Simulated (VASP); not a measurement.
Wanted: the native input for a VASP 6.6.1 run.

| Quantity | Value |
| --- | --- |
| Task | band structure |
| Functional | LDA |
| Potentials or basis | VASP PAW LDA potentials, release 64 (Au) |
| Cutoff | 460 eV |
| k mesh | 17 × 17 × 9 |
| Occupations | methfessel-paxton of order 2, width 0.05 eV |
| Spin | non-collinear spin, zero start, spin-orbit coupling |
| Starting moments | [[0.0, 0.0, 0.0], [0.0, 0.0, 0.0]] μB |
| Tolerance level | standard |
| Purpose | bands |
| Route | KPOINTS_OPT |
| Further INCAR settings | ALGO = Normal; EDIFF = 1e-07; NBANDS = 72 |

The structure of Au lies in POSCAR:

```
Au
1.0
    2.9000000000      0.0000000000      0.0000000000
   -1.4500000000      2.5114736710      0.0000000000
    0.0000000000      0.0000000000      4.8800000000
Au
2
Direct
    0.6666666667      0.3333333333      0.2500000000
    0.3333333333      0.6666666667      0.7500000000
```

This isn't the form of Au at room conditions, which is fcc.

These files were run (other wordings do the same):

INCAR

```
ALGO = Normal
EDIFF = 1E-7
ENCUT = 460
GGA = CA
GGA_COMPAT = False
ISMEAR = 2
KPAR = 2
LASPH = True
LCHARG = False
LMAXMIX = 4
LORBIT = 11
LREAL = False
LSORBIT = True
LWAVE = False
MAGMOM = 0 0 0 0 0 0
NBANDS = 72
NELM = 200
PREC = Accurate
SIGMA = 0.05
```

KPOINTS

```
Automatic mesh
0
Gamma
  17 17 9
  0 0 0
```

KPOINTS_OPT

```
path GMKGALHA,LM,KH
12
line-mode
reciprocal
 0.0000000000  0.0000000000  0.0000000000  G
 0.5000000000  0.0000000000  0.0000000000  M

 0.5000000000  0.0000000000  0.0000000000  M
 0.3333333333  0.3333333333  0.0000000000  K

 0.3333333333  0.3333333333  0.0000000000  K
 0.0000000000  0.0000000000  0.0000000000  G

 0.0000000000  0.0000000000  0.0000000000  G
 0.0000000000  0.0000000000  0.5000000000  A

 0.0000000000  0.0000000000  0.5000000000  A
 0.5000000000  0.0000000000  0.5000000000  L

 0.5000000000  0.0000000000  0.5000000000  L
 0.3333333333  0.3333333333  0.5000000000  H

 0.3333333333  0.3333333333  0.5000000000  H
 0.0000000000  0.0000000000  0.5000000000  A

 0.5000000000  0.0000000000  0.5000000000  L
 0.5000000000  0.0000000000  0.0000000000  M

 0.3333333333  0.3333333333  0.0000000000  K
 0.3333333333  0.3333333333  0.5000000000  H
```

Potentials or basis: VASP PAW LDA potentials, release 64 (Au).

Launch:

```bash
$ cat potpaw_LDA.64/Au/POTCAR > POTCAR
$ mpirun -np 2 vasp_ncl > vasp.out
```

It gave:

```json
{"Pressure": "-11.5 GPa", "Net moment": "0.00 μB per cell", "Valence electrons inside the program's atomic spheres": "Au 9.60"}
```

Caveat: the cell stands under tension.

Wall time 3.6 min on 2 MPI ranks on AMD EPYC 9R45 96-Core Processor (Zen 5), on a shared host, peak memory 0.77 GiB a rank.
